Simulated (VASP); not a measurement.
Sc2AlP3:

```
Sc Al P
1.0
     4.05101    0.00000    0.00000
    -2.02551    3.50828    0.00000
     0.00000    0.00000    7.57164
Sc Al P
2 1 3
Direct
  0.66667 0.33333 0.23545
  0.66667 0.33333 0.76455
  0.00000 0.00000 0.00000
  0.00000 0.00000 0.50000
  0.33333 0.66667 0.00000
  0.33333 0.66667 0.50000
```

The cell was generated, and may not be a known phase.

```yaml
Program: VASP 6.6.1
Task: relaxation of cell and atoms
Functional: PBE
Potentials_or_basis: VASP PAW PBE potentials, release 64 (Sc_sv, Al, P)
Cutoff: 600 eV
k_mesh: 6 × 6 × 2
Occupations: gaussian, width 0.1 eV
Spin: no spin polarisation
```

At the start: pressure -1.8 GPa; volume 17.93 Å³/atom.

Problem. How do energy, volume and symmetry change on relaxing?

Solution. Over 16 steps the energy falls by 67.0 meV/atom and the volume is 17.40 Å³/atom (-3.0 %); space group P-6m2 (No. 187, to 0.1 Å) before and after.

The path:
```tsv
step	energy change (eV)	largest force (eV/Å)	pressure (GPa)	volume (Å³)
1	0.0000	0.9958	-1.83	107.61
2	-0.1739	0.8705	-0.35	104.42
3	-0.2618	0.5427	2.66	100.06
4	-0.3261	0.3144	-0.75	103.46
5	-0.3267	0.2922	-1.10	103.83
6	-0.3551	0.1305	-0.32	103.01
7	-0.3621	0.0049	0.40	102.45
8	-0.3622	0.0200	0.51	102.37
9	-0.3745	0.0053	-0.03	103.35
10	-0.3936	0.1229	-1.32	106.23
11	-0.3944	0.0812	-0.94	105.22
12	-0.3955	0.0986	-1.09	105.61
13	-0.3986	0.1006	-0.74	105.47
14	-0.3986	0.1011	-0.72	105.46
15	-0.4007	0.0746	-0.40	105.03
16	-0.4018	0.0336	0.07	104.39
```

Final structure:
```
Sc Al P
1.0
     4.04986    0.00000    0.00000
    -2.02493    3.50729    0.00000
     0.00000    0.00000    7.34937
Sc Al P
2 1 3
Direct
  0.66667 0.33333 0.27890
  0.66667 0.33333 0.72110
  0.00000 0.00000 0.00000
  0.00000 0.00000 0.50000
  0.33333 0.66667 0.00000
  0.33333 0.66667 0.50000
```

Caveat: the k points lie up to 0.43 Å⁻¹ apart in the final cell, too coarse for converged energies and pressures of a metal.
